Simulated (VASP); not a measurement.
# Ti3C in VASP: single point with PBE

Aim: the single point of Ti3C with PBE.

All numbers are computed with VASP 6.6.1; they aren't measurements. Logs are shortened: lines on timing, memory, paths and dates and some standing lists are left out, and cuts for length are marked.

## Step 1: The cell of the first run

The cell holds a slab with vacuum, 4 atoms: a = 2.908 Å, b = 2.908 Å, c = 19.306 Å, α = 90.00°, β = 90.00°, γ = 90.00°.

## Step 2: Single point, PBE

INCAR

```
SYSTEM = Ti3C
ALGO = Normal
DIPOL = 0.5 0.5 0.348
EDIFF = 1E-6
ENCUT = 520
GGA = PE
IDIPOL = 3
ISIF = 2
ISMEAR = 0
LASPH = .TRUE.
LCHARG = .FALSE.
LDIPOL = .TRUE.
LREAL = .FALSE.
LWAVE = .FALSE.
NBANDS = 28
NELM = 80
PREC = Accurate
SIGMA = 0.1
```

KPOINTS

```
k-points
0
G
  9 9 1
  0 0 0
```

POSCAR

```
Ti3C
1.0
    2.9075446952      0.0000000000      0.0000000000
    0.0000000000      2.9075446952      0.0000000000
    0.0000000000      0.0000000000     19.3059824261
Ti C
3 1
Direct
    0.5000000000      0.5000000000      0.2071896634
    0.0000000000      0.0000000000      0.3057583540
    0.5000000000      0.5000000000      0.4043297178
    0.6666666667      0.8333333333      0.4763239465
```

Potentials or basis: VASP PAW PBE potentials, release 64 (Ti_sv, C).

Command:

```sh
$ cat potpaw_PBE.64/Ti_sv/POTCAR potpaw_PBE.64/C/POTCAR > POTCAR
$ mpirun -np 1 vasp_std > vasp.out
```

OUTCAR:

```text
SYSTEM = Ti3C
   EDIFF = 1E-6
   ENCUT = 520
   GGA = PE
   ISIF = 2
   ISMEAR = 0
   LASPH = .TRUE.
   LREAL = .FALSE.
   NELM = 80
   PREC = Accurate

 ion  position               nearest neighbor table
   1  0.500  0.500  0.207-   2 2.80   2 2.80   2 2.80   2 2.80
   2  0.000  0.000  0.306-   1 2.80   1 2.80   1 2.80   1 2.80   3 2.80   3 2.80   3 2.80   3 2.80

   3  0.500  0.500  0.404-   4 1.76   4 2.43   2 2.80   2 2.80   2 2.80   2 2.80
   4  0.667  0.833  0.476-   3 1.76   3 2.43

  LATTYP: Found a simple tetragonal cell.
 ALAT       =     2.9075446952
 C/A-ratio  =     6.6399606713

  Lattice vectors:

 A1 = (   2.9075446952,   0.0000000000,   0.0000000000)
 A2 = (   0.0000000000,   2.9075446952,   0.0000000000)
 A3 = (   0.0000000000,   0.0000000000,  19.3059824261)

Analysis of symmetry for initial positions (statically):
=====================================================================
 Subroutine PRICEL returns:
 Original cell was already a primitive cell.

 Routine SETGRP: Setting up the symmetry group for a
 simple tetragonal supercell.

 Subroutine GETGRP returns: Found  1 space group operations
 (whereof  1 operations were pure point group operations)
 out of a pool of 16 trial point group operations.

The static configuration has the point symmetry C_1 .

Analysis of symmetry for dynamics (positions and initial velocities):
=====================================================================
 Subroutine PRICEL returns:
 Original cell was already a primitive cell.

 Routine SETGRP: Setting up the symmetry group for a
 simple tetragonal supercell.

 Subroutine GETGRP returns: Found  1 space group operations
 (whereof  1 operations were pure point group operations)
 out of a pool of 16 trial point group operations.

The dynamic configuration has the point symmetry C_1 .

 Subroutine INISYM returns: Found  1 space group operations
 (whereof  1 operations are pure point group operations),
 and found     1 'primitive' translations

----------------------------------------------------------------------------------------

                                     Primitive cell

  volume of cell :     163.2092

  direct lattice vectors                    reciprocal lattice vectors
     2.907544695  0.000000000  0.000000000     0.343932804  0.000000000  0.000000000
     0.000000000  2.907544695  0.000000000     0.000000000  0.343932804  0.000000000
     0.000000000  0.000000000 19.305982426     0.000000000  0.000000000  0.051797416

  length of vectors
     2.907544695  2.907544695 19.305982426     0.343932804  0.343932804  0.051797416

  position of ions in fractional coordinates (direct lattice)
     0.500000000  0.500000000  0.207189663
     0.000000000  0.000000000  0.305758354
     0.500000000  0.500000000  0.404329718
     0.666666667  0.833333333  0.476323947

  ion indices of the primitive-cell ions
   primitive index   ion index
                 1           1
                 2           2
                 3           3
                 4           4

----------------------------------------------------------------------------------------

 KPOINTS: k-points

Automatic generation of k-mesh.
 Grid dimensions read from file:
 generate k-points for:    9    9    1

 Generating k-lattice:

  Cartesian coordinates                     Fractional coordinates (reciprocal lattice)
     0.038214756  0.000000000  0.000000000     0.111111111  0.000000000  0.000000000
     0.000000000  0.038214756  0.000000000     0.000000000  0.111111111  0.000000000
     0.000000000  0.000000000  0.051797416     0.000000000  0.000000000  1.000000000

  Length of vectors
     0.038214756  0.038214756  0.051797416

  Shift w.r.t. Gamma in fractional coordinates (k-lattice)
     0.000000000  0.000000000  0.000000000

 Subroutine IBZKPT returns following result:
 ===========================================

 Found     41 irreducible k-points:

 Following reciprocal coordinates:
            Coordinates               Weight
  0.000000  0.000000  0.000000      1.000000
  0.111111  0.000000  0.000000      2.000000
  0.000000  0.111111  0.000000      2.000000
  0.222222  0.000000  0.000000      2.000000
  0.000000  0.222222  0.000000      2.000000
  0.333333  0.000000  0.000000      2.000000
[... 16 lines left out ...]
  0.111111  0.444444  0.000000      2.000000
  0.222222  0.222222  0.000000      2.000000
 [... further k-points ...]
   k-points           NKPTS =     41   k-points in BZ     NKDIM =     41   number of bands    NBANDS=     28
   number of dos      NEDOS =    301   number of ions     NIONS =      4
   total plane-waves  NPLWV =  82944
   dimension x,y,z NGX =    24 NGY =   24 NGZ =  144
   dimension x,y,z NGXF=    48 NGYF=   48 NGZF=  288
   ions per type =               3   1
   NGX,Y,Z   is equivalent  to a cutoff of  13.72, 13.72, 12.40 a.u.
   NGXF,Y,Z  is equivalent  to a cutoff of  27.45, 27.45, 24.80 a.u.
 SYSTEM =  Ti3C
   PREC   = accura    normal or accurate (medium, high low for compatibility)
   ISTART =      0    job   : 0-new  1-cont  2-samecut
   ICHARG =      2    charge: 1-file 2-atom 10-const
   ISPIN  =      1    spin polarized calculation?
   LNONCOLLINEAR =      F non collinear calculations
   LSORBIT =      F    spin-orbit coupling
   LASPH  =      T    aspherical Exc in radial PAW
   ENCUT  =  520.0 eV  38.22 Ry    6.18 a.u.   5.41  5.41 35.90*2*pi/ulx,y,z
   NELM   =     80;   NELMIN=  2; NELMDL= -5     # of ELM steps
   EDIFF  = 0.1E-05   stopping-criterion for ELM
   LREAL  =      F    real-space projection
   EDIFFG = 0.1E-04   stopping-criterion for IOM
   NSW    =      0    number of steps for IOM
   IBRION =     -1    ionic relax: 0-MD 1-quasi-New 2-CG
   NFREE  =      0    steps in history (QN), initial steepest desc. (CG)
   ISIF   =      2    stress and relaxation
   ISYM   =      2    0-nonsym 1-usesym 2-fastsym
   POTIM  = 0.5000    time-step for ionic-motion
   TEBEG  =    0.0;   TEEND  =   0.0 temperature during run
   PSTRESS=    0.0 pullay stress
   NELECT =      40.0000    total number of electrons
   NUPDOWN=      -1.0000    fix difference up-down
   EMIN   =  10.00;   EMAX   =-10.00  energy-range for DOS
   EFERMI =   0.00;   METHOD = LEGACY
   ISMEAR =     0;   SIGMA  =   0.10  broadening in eV -4-tet -1-fermi 0-gaus
   EFERMI_NEDOS =   21; number of points for ismear=-14 and -15
   IALGO  =     38    algorithm
   IMIX   =      4    mixing-type and parameters
     AMIX     =   0.40;   BMIX     =  1.00
     AMIX_MAG =   1.60;   BMIX_MAG =  1.00
  volume/ion in A,a.u.               =      40.80       275.35
  Fermi-wavevector in a.u.,A,eV,Ry     =   1.024503  1.936030 14.280764  1.049607
  Thomas-Fermi vector in A             =   2.158294
   LORBIT       =      0    0 simple, 1 ext, 2 COOP (PROOUT), +10 PAW based schemes
   GGA     = PE    functional components
   LHFCALC =     F    Hartree Fock is set to
   AEXX    =    0.0000 exact exchange contribution
   IVDW    =     0    specifies the selected vdW correction
   LEPSILON=     F    determine dielectric tensor
   LRPA    =     F    only Hartree local field effects (RPA)
 non-spin polarized calculation
 Gauss-broadening in eV      SIGMA  =   0.10
  energy-cutoff  :      520.00
  volume of cell :      163.21
 maximum number of plane-waves:      4439
 NGX is ok and might be reduce to    24
   NGX = 11   NGY = 11   NGZ = 71

 number of electron      40.0000013 magnetization

 dipolmoment           0.000000      0.000000      0.133215 electrons x Angstroem

 Free energy of the ion-electron system (eV)
  ---------------------------------------------------
  ext. energy  EPLUGINS =         0.00000000
  ---------------------------------------------------
  free energy    TOTEN  =       -27.54420543 eV

  energy without entropy =      -27.50598858  energy(sigma->0) =      -27.52509701

 E-fermi :  -0.5482     XC(G=0):  -5.1433

 val. band max:       -0.5531820297   @ k =   0.3333   0.3333   0.0000
 cond. band min:      -0.5475497630   @ k =   0.0000   0.2222   0.0000
 fundamental gap:      0.0056322668
 Fermi energy:        -0.5481968152

 k-point     1 :       0.0000    0.0000    0.0000
  band No.  band energies     occupation
      1     -57.3768      2.00000
      2     -56.9938      2.00000
      3     -56.4866      2.00000
      4     -33.7805      2.00000
      5     -33.4332      2.00000
      6     -33.4013      2.00000
[... 20 lines left out ...]
     27       1.9911      0.00000
     28       2.2022      0.00000

 k-point     2 :       0.1111    0.0000    0.0000
  band No.  band energies     occupation
      1     -57.3709      2.00000
      2     -56.9892      2.00000
      3     -56.4826      2.00000
      4     -33.7741      2.00000
      5     -33.4923      2.00000
      6     -33.3950      2.00000
[... 20 lines left out ...]
     27       2.0219      0.00000
     28       2.2405      0.00000

 k-point     3 :       0.0000    0.1111    0.0000
  band No.  band energies     occupation
      1     -57.3710      2.00000
      2     -56.9892      2.00000
      3     -56.4824      2.00000
      4     -33.7739      2.00000
      5     -33.4641      2.00000
      6     -33.4269      2.00000
[... 20 lines left out ...]
     27       1.9788      0.00000
     28       2.2060      0.00000

 k-point     4 :       0.2222    0.0000    0.0000
  band No.  band energies     occupation
      1     -57.3561      2.00000
      2     -56.9775      2.00000
      3     -56.4722      2.00000
      4     -33.7628      2.00000
      5     -33.6150      2.00000
      6     -33.3789      2.00000
[... 578 lines left out ...]
     27       1.6885      0.00000
     28       2.5194      0.00000

 k-point    23 :       0.1111    0.4444    0.0000
  band No.  band energies     occupation
      1     -57.3233      2.00000
      2     -56.9508      2.00000
      3     -56.4464      2.00000
      4     -33.7802      2.00000
      5     -33.7603      2.00000
      6     -33.4414      2.00000
[... 20 lines left out ...]
     27       1.5674      0.00000
     28       2.3299      0.00000

 k-point    24 :       0.2222    0.2222    0.0000
  band No.  band energies     occupation
      1     -57.3372      2.00000
      2     -56.9611      2.00000
      3     -56.4560      2.00000
      4     -33.7371      2.00000
      5     -33.5841      2.00000
      6     -33.5521      2.00000
[... 20 lines left out ...]
     27       1.8411      0.00000
     28       1.9413      0.00000

 [... further k-points ...]

------------------------ aborting loop because EDIFF is reached ----------------------------------------

 vacuum level on the upper side and lower side of the slab       (xc-potential included)         1.219        -1.584

  FORCE on cell =-STRESS in cart. coord.  units (eV):
  Direction    XX          YY          ZZ          XY          YZ          ZX
  --------------------------------------------------------------------------------------
  -------------------------------------------------------------------------------------
  Total        0.5057305      1.1532952      1.3909460      1.4329223      2.7248875      1.9539538
  in kB        4.9646083     11.3215627     13.6545111     14.0665800     26.7494254     19.1813939
  external PRESSURE =       9.9802274 kB  Pullay stress =       0.0000000 kB

 VOLUME and BASIS-vectors are now :
 -----------------------------------------------------------------------------
  energy-cutoff  :      520.00
  volume of cell :      163.21
      direct lattice vectors                 reciprocal lattice vectors
     2.907544695  0.000000000  0.000000000     0.343932804  0.000000000  0.000000000
     0.000000000  2.907544695  0.000000000     0.000000000  0.343932804  0.000000000
     0.000000000  0.000000000 19.305982426     0.000000000  0.000000000  0.051797416

 POSITION                                       TOTAL-FORCE (eV/Angst)
 -----------------------------------------------------------------------------------
      1.45377      1.45377      4.00000         0.011970      0.007692      0.285649
      0.00000      0.00000      5.90297         0.114845      0.427977     -1.254584
      1.45377      1.45377      7.80598        -1.722715     -3.003309      0.895321
      1.93836      2.42295      9.19590         1.595901      2.567639      0.073614
 -----------------------------------------------------------------------------------
    total drift:                               -0.000059     -0.000066     -0.000169

  FREE ENERGIE OF THE ION-ELECTRON SYSTEM (eV)
  ---------------------------------------------------
  free  energy   TOTEN  =       -27.5442054348 eV

  energy  without entropy=      -27.5059885778  energy(sigma->0) =      -27.52509701

 vacuum level on the upper side and lower side of the slab         6.046         3.130
```

Wall time 5.6 min (1 thread of Intel Xeon Platinum 8559C (Emerald Rapids), shared host); peak memory 0.34 GiB.

What came out:

| Item | Value |
| --- | --- |
| Free energy | -27.5442 eV |
| Largest force | 3.576 eV/Å |
| Band gap on the k mesh | zero (bands 20 and 21 overlap by 0.28 eV) |

Forces in eV/Å, atoms in the order of the input:
```
Ti   0.012  0.008  0.286
Ti   0.115  0.428 -1.255
Ti  -1.723 -3.003  0.895
C    1.596  2.568  0.074
```
